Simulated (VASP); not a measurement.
Write the native input for VASP 6.6.1 that does the following.

```yaml
Task: single point
Functional: PBE
Potentials_or_basis: VASP PAW PBE potentials, release 64 (Ti_sv, In_d)
Cutoff: 520 eV
k_mesh: 6 × 6 × 6
Occupations: gaussian, width 0.1 eV
Spin: no spin polarisation
Dipole_correction: no
Further_INCAR_settings: ALGO = Normal; EDIFF = 1e-06; NBANDS = 26
```

The structure of Ti2In lies in POSCAR:

```
Ti2In
1.0
    0.0000000000      3.2245061116      3.2245061116
    3.2245061116      0.0000000000      3.2245061116
    3.2245061116      3.2245061116      0.0000000000
Ti In
2 1
Direct
    0.7500000000      0.7500000000      0.7500000000
    0.2500000000      0.2500000000      0.2500000000
    0.5000000000      0.5000000000      0.5000000000
```

The cell was built from a structure type or drawn by symmetry, and may not be a known phase.

One way to write it, as run:

INCAR

```
SYSTEM = Ti2In
ALGO = Normal
EDIFF = 1E-6
ENCUT = 520
GGA = PE
ISIF = 2
ISMEAR = 0
LASPH = .True.
LCHARG = .False.
LREAL = .False.
LWAVE = .False.
NBANDS = 26
NELM = 60
PREC = Accurate
SIGMA = 0.1
```

KPOINTS

```
k-points
0
Gamma
  6 6 6
  0 0 0
```

Potentials or basis: VASP PAW PBE potentials, release 64 (Ti_sv, In_d).

Command:

```console
$ cat potpaw_PBE.64/Ti_sv/POTCAR potpaw_PBE.64/In_d/POTCAR > POTCAR
$ mpirun -np 1 vasp_std > vasp.out
```

Results of the run:

```yaml
Pressure: -0.3 GPa
Band_gap_on_the_k_mesh: zero (an odd number of electrons rules out a gap without spin polarisation)
```

Caveat: spin-orbit coupling is left out, which moves the levels of the heavy elements.

Wall time 21 s on 1 thread of Intel(R) Xeon(R) Platinum 8559C (Emerald Rapids) (shared host), peak memory 0.2 GiB.
